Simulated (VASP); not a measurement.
# Ca (Fm-3m) in VASP: single point with LDA

Aim: the single point of Ca with LDA.

Program: VASP 6.6.1. These are calculated values, not measurements. Logs are shortened: lines on timing, memory, paths and dates and some standing lists are left out, and cuts for length are marked.

### 1 The cell of the first run

It takes space group Fm-3m (No. 225, cubic). The conventional cell has a = 5.580 Å, b = 5.580 Å, c = 5.580 Å, α = 90.00°, β = 90.00°, γ = 90.00°. Ca (site symmetry m-3m) has 12 Ca at 3.95 Å within 5.2 Å.

### 2 Single point, LDA

The input, INCAR:

```
SYSTEM = Ca
PREC = Accurate
ENCUT = 520
EDIFF = 1E-6
ISMEAR = 0
SIGMA = 0.05
LREAL = .FALSE.
LASPH = .TRUE.
NELM = 80
ALGO = Normal
ISIF = 2
LWAVE = .FALSE.
LCHARG = .FALSE.
NBANDS = 11
```

The input, KPOINTS:

```
regular mesh
0
G
  14 14 14
  0 0 0
```

The input, POSCAR:

```
Ca
1.0
    0.0000000000      2.7900000000      2.7900000000
    2.7900000000      0.0000000000      2.7900000000
    2.7900000000      2.7900000000      0.0000000000
Ca
1
Direct
    0.0000000000      0.0000000000      0.0000000000
```

Potentials or basis: VASP PAW LDA potentials, release 64 (Ca_sv).

Command:

```sh
$ cat potpaw_LDA.64/Ca_sv/POTCAR > POTCAR
$ mpirun -np 1 vasp_std > vasp.out
```

OUTCAR:

```text
SYSTEM = Ca
   PREC = Accurate
   ENCUT = 520
   EDIFF = 1E-6
   ISMEAR = 0
   LREAL = .FALSE.
   LASPH = .TRUE.
   NELM = 80
   ISIF = 2

 ion  position               nearest neighbor table
   1  0.000  0.000  0.000-

  LATTYP: Found a face centered cubic cell.
 ALAT       =     5.5800000000

  Lattice vectors:

 A1 = (   0.0000000000,   2.7900000000,   2.7900000000)
 A2 = (   2.7900000000,   0.0000000000,   2.7900000000)
 A3 = (   2.7900000000,   2.7900000000,   0.0000000000)

Analysis of symmetry for initial positions (statically):
=====================================================================
 Subroutine PRICEL returns:
 Original cell was already a primitive cell.

 Routine SETGRP: Setting up the symmetry group for a
 face centered cubic supercell.

 Subroutine GETGRP returns: Found 48 space group operations
 (whereof 48 operations were pure point group operations)
 out of a pool of 48 trial point group operations.

The static configuration has the point symmetry O_h .

Analysis of symmetry for dynamics (positions and initial velocities):
=====================================================================
 Subroutine PRICEL returns:
 Original cell was already a primitive cell.

 Routine SETGRP: Setting up the symmetry group for a
 face centered cubic supercell.

 Subroutine GETGRP returns: Found 48 space group operations
 (whereof 48 operations were pure point group operations)
 out of a pool of 48 trial point group operations.

The dynamic configuration has the point symmetry O_h .

 Subroutine INISYM returns: Found 48 space group operations
 (whereof 48 operations are pure point group operations),
 and found     1 'primitive' translations

----------------------------------------------------------------------------------------

                                     Primitive cell

  volume of cell :      43.4353

  direct lattice vectors                    reciprocal lattice vectors
     0.000000000  2.790000000  2.790000000    -0.179211470  0.179211470  0.179211470
     2.790000000  0.000000000  2.790000000     0.179211470 -0.179211470  0.179211470
     2.790000000  2.790000000  0.000000000     0.179211470  0.179211470 -0.179211470

  length of vectors
     3.945655839  3.945655839  3.945655839     0.310403371  0.310403371  0.310403371

  position of ions in fractional coordinates (direct lattice)
     0.000000000  0.000000000  0.000000000

  ion indices of the primitive-cell ions
   primitive index   ion index
                 1           1

----------------------------------------------------------------------------------------

 KPOINTS: regular mesh

Automatic generation of k-mesh.
 Grid dimensions read from file:
 generate k-points for:   14   14   14

 Generating k-lattice:

  Cartesian coordinates                     Fractional coordinates (reciprocal lattice)
    -0.012800819  0.012800819  0.012800819     0.071428571  0.000000000  0.000000000
     0.012800819 -0.012800819  0.012800819     0.000000000  0.071428571  0.000000000
     0.012800819  0.012800819 -0.012800819     0.000000000  0.000000000  0.071428571

  Length of vectors
     0.022171669  0.022171669  0.022171669

  Shift w.r.t. Gamma in fractional coordinates (k-lattice)
     0.000000000  0.000000000  0.000000000

 Subroutine IBZKPT returns following result:
 ===========================================

 Found    104 irreducible k-points:

 Following reciprocal coordinates:
            Coordinates               Weight
  0.000000  0.000000  0.000000      1.000000
  0.071429  0.000000  0.000000      8.000000
  0.142857  0.000000  0.000000      8.000000
  0.214286  0.000000  0.000000      8.000000
  0.285714  0.000000  0.000000      8.000000
  0.357143  0.000000  0.000000      8.000000
[... 16 lines left out ...]
  0.214286  0.142857  0.000000     24.000000
  0.285714  0.142857  0.000000     24.000000
 [... further k-points ...]
   k-points           NKPTS =    104   k-points in BZ     NKDIM =    104   number of bands    NBANDS=     11
   number of dos      NEDOS =    301   number of ions     NIONS =      1
   total plane-waves  NPLWV =  27000
   dimension x,y,z NGX =    30 NGY =   30 NGZ =   30
   dimension x,y,z NGXF=    60 NGYF=   60 NGZF=   60
   ions per type =               1
   NGX,Y,Z   is equivalent  to a cutoff of  12.64, 12.64, 12.64 a.u.
   NGXF,Y,Z  is equivalent  to a cutoff of  25.28, 25.28, 25.28 a.u.
 SYSTEM =  Ca
   PREC   = accura    normal or accurate (medium, high low for compatibility)
   ISTART =      0    job   : 0-new  1-cont  2-samecut
   ICHARG =      2    charge: 1-file 2-atom 10-const
   ISPIN  =      1    spin polarized calculation?
   LNONCOLLINEAR =      F non collinear calculations
   LSORBIT =      F    spin-orbit coupling
   LASPH  =      T    aspherical Exc in radial PAW
   ENCUT  =  520.0 eV  38.22 Ry    6.18 a.u.   7.34  7.34  7.34*2*pi/ulx,y,z
   NELM   =     80;   NELMIN=  2; NELMDL= -5     # of ELM steps
   EDIFF  = 0.1E-05   stopping-criterion for ELM
   LREAL  =      F    real-space projection
   EDIFFG = 0.1E-04   stopping-criterion for IOM
   NSW    =      0    number of steps for IOM
   IBRION =     -1    ionic relax: 0-MD 1-quasi-New 2-CG
   NFREE  =      0    steps in history (QN), initial steepest desc. (CG)
   ISIF   =      2    stress and relaxation
   ISYM   =      2    0-nonsym 1-usesym 2-fastsym
   POTIM  = 0.5000    time-step for ionic-motion
   TEBEG  =    0.0;   TEEND  =   0.0 temperature during run
   PSTRESS=    0.0 pullay stress
   NELECT =      10.0000    total number of electrons
   NUPDOWN=      -1.0000    fix difference up-down
   EMIN   =  10.00;   EMAX   =-10.00  energy-range for DOS
   EFERMI =   0.00;   METHOD = LEGACY
   ISMEAR =     0;   SIGMA  =   0.05  broadening in eV -4-tet -1-fermi 0-gaus
   EFERMI_NEDOS =   21; number of points for ismear=-14 and -15
   IALGO  =     38    algorithm
   IMIX   =      4    mixing-type and parameters
     AMIX     =   0.40;   BMIX     =  1.00
     AMIX_MAG =   1.60;   BMIX_MAG =  1.00
  volume/ion in A,a.u.               =      43.44       293.12
  Fermi-wavevector in a.u.,A,eV,Ry     =   1.003369  1.896092 13.697653  1.006749
  Thomas-Fermi vector in A             =   2.135916
   LORBIT       =      0    0 simple, 1 ext, 2 COOP (PROOUT), +10 PAW based schemes
   GGA     = CA    functional components
   LHFCALC =     F    Hartree Fock is set to
   AEXX    =    0.0000 exact exchange contribution
   IVDW    =     0    specifies the selected vdW correction
   LEPSILON=     F    determine dielectric tensor
   LRPA    =     F    only Hartree local field effects (RPA)
 non-spin polarized calculation
 Gauss-broadening in eV      SIGMA  =   0.05
  energy-cutoff  :      520.00
  volume of cell :       43.44
 maximum number of plane-waves:      1211
 NGX is ok and might be reduce to    30
   NGX = 15   NGY = 15   NGZ = 15

 number of electron      10.0000000 magnetization

 number of electron       9.9999997 magnetization

 Free energy of the ion-electron system (eV)
  ---------------------------------------------------
  ext. energy  EPLUGINS =         0.00000000
  ---------------------------------------------------
  free energy    TOTEN  =        -2.16874192 eV

  energy without entropy =       -2.16667976  energy(sigma->0) =       -2.16771084

 E-fermi :   1.6635     XC(G=0):  -7.8719

 val. band max:        1.6628839972   @ k =  -0.4286   0.2143   0.0714
 cond. band min:       1.6977096968   @ k =  -0.3571   0.3571   0.0000
 fundamental gap:      0.0348256995
 Fermi energy:         1.6635456274

 k-point     1 :       0.0000    0.0000    0.0000
  band No.  band energies     occupation
      1     -39.9667      2.00000
      2     -21.1788      2.00000
      3     -21.1788      2.00000
      4     -21.1788      2.00000
      5      -2.2973      2.00000
      6       3.8403      0.00000
      7       3.8403      0.00000
      8       3.8403      0.00000
      9       4.8663      0.00000
     10       4.8663      0.00000
     11      10.7578      0.00000

 k-point     2 :       0.0714    0.0000    0.0000
  band No.  band energies     occupation
      1     -39.9660      2.00000
      2     -21.1852      2.00000
      3     -21.1796      2.00000
      4     -21.1796      2.00000
      5      -2.2115      2.00000
      6       3.7533      0.00000
      7       3.8729      0.00000
      8       3.8729      0.00000
      9       4.8391      0.00000
     10       4.8391      0.00000
     11      10.8531      0.00000

 k-point     3 :       0.1429    0.0000    0.0000
  band No.  band energies     occupation
      1     -39.9643      2.00000
      2     -21.2034      2.00000
      3     -21.1821      2.00000
      4     -21.1821      2.00000
      5      -1.9587      2.00000
      6       3.5174      0.00000
      7       3.9477      0.00000
      8       3.9477      0.00000
      9       4.7903      0.00000
     10       4.7903      0.00000
     11      10.5422      0.00000

 k-point     4 :       0.2143    0.0000    0.0000
  band No.  band energies     occupation
      1     -39.9617      2.00000
      2     -21.2296      2.00000
      3     -21.1858      2.00000
      4     -21.1858      2.00000
      5      -1.5517      2.00000
      6       3.1840      0.00000
      7       3.9893      0.00000
      8       3.9893      0.00000
      9       4.8150      0.00000
     10       4.8150      0.00000
     11       9.3905      0.00000

 k-point     5 :       0.2857    0.0000    0.0000
  band No.  band energies     occupation
      1     -39.9589      2.00000
      2     -21.2584      2.00000
      3     -21.1898      2.00000
      4     -21.1898      2.00000
      5      -1.0142      2.00000
      6       2.7921      0.00000
      7       3.9392      0.00000
      8       3.9392      0.00000
      9       4.9825      0.00000
     10       4.9825      0.00000
     11       8.2974      0.00000
[... 211 lines left out ...]
 k-point    21 :      -0.0714    0.0714    0.0000
  band No.  band energies     occupation
      1     -39.9650      2.00000
      2     -21.1942      2.00000
      3     -21.1835      2.00000
      4     -21.1800      2.00000
      5      -2.0701      2.00000
      6       3.6239      0.00000
      7       3.9076      0.00000
      8       3.9317      0.00000
      9       4.7308      0.00000
     10       4.8718      0.00000
     11      10.9575      0.00000

 k-point    22 :       0.1429    0.1429    0.0000
  band No.  band energies     occupation
      1     -39.9635      2.00000
      2     -21.2027      2.00000
      3     -21.1877      2.00000
      4     -21.1877      2.00000
      5      -1.8470      2.00000
      6       3.4379      0.00000
      7       4.0229      0.00000
      8       4.0229      0.00000
      9       4.4497      0.00000
     10       4.9809      0.00000
     11      11.2471      0.00000

 k-point    23 :       0.2143    0.1429    0.0000
  band No.  band energies     occupation
      1     -39.9616      2.00000
      2     -21.2197      2.00000
      3     -21.1922      2.00000
      4     -21.1911      2.00000
      5      -1.5483      2.00000
      6       3.2234      0.00000
      7       4.0378      0.00000
      8       4.1133      0.00000
      9       4.3580      0.00000
     10       5.0403      0.00000
     11      10.3653      0.00000

 k-point    24 :       0.2857    0.1429    0.0000
  band No.  band energies     occupation
      1     -39.9591      2.00000
      2     -21.2432      2.00000
      3     -21.1967      2.00000
      4     -21.1953      2.00000
      5      -1.1054      2.00000
      6       2.9470      0.00000
      7       3.8296      0.00000
      8       4.1488      0.00000
      9       4.5655      0.00000
     10       5.1580      0.00000
     11       9.1376      0.00000

 [... further k-points ...]

------------------------ aborting loop because EDIFF is reached ----------------------------------------

  FORCE on cell =-STRESS in cart. coord.  units (eV):
  Direction    XX          YY          ZZ          XY          YZ          ZX
  --------------------------------------------------------------------------------------
  -------------------------------------------------------------------------------------
  Total       -0.5669423     -0.5669423     -0.5669423      0.0000000     -0.0000000      0.0000000
  in kB      -20.9125430    -20.9125430    -20.9125430      0.0000000     -0.0000000      0.0000000
  external PRESSURE =     -20.9125430 kB  Pullay stress =       0.0000000 kB

 VOLUME and BASIS-vectors are now :
 -----------------------------------------------------------------------------
  energy-cutoff  :      520.00
  volume of cell :       43.44
      direct lattice vectors                 reciprocal lattice vectors
     0.000000000  2.790000000  2.790000000    -0.179211470  0.179211470  0.179211470
     2.790000000  0.000000000  2.790000000     0.179211470 -0.179211470  0.179211470
     2.790000000  2.790000000  0.000000000     0.179211470  0.179211470 -0.179211470

 POSITION                                       TOTAL-FORCE (eV/Angst)
 -----------------------------------------------------------------------------------
      0.00000      0.00000      0.00000         0.000000      0.000000      0.000000
 -----------------------------------------------------------------------------------
    total drift:                               -0.000000     -0.000000      0.000000

  FREE ENERGIE OF THE ION-ELECTRON SYSTEM (eV)
  ---------------------------------------------------
  free  energy   TOTEN  =        -2.1687419248 eV

  energy  without entropy=       -2.1666797570  energy(sigma->0) =       -2.16771084
```

Run time: 20 s. Hardware: 1 thread of Intel Xeon Platinum 8488C (Sapphire Rapids), shared host; peak memory 0.18 GiB.

What came out:

```
Free energy            : -2.1687 eV
Pressure               : -2.1 GPa
Band gap on the k mesh : zero (band 5 reaches 1.82 eV, above the bottom of band 6 at 1.55 eV)
```
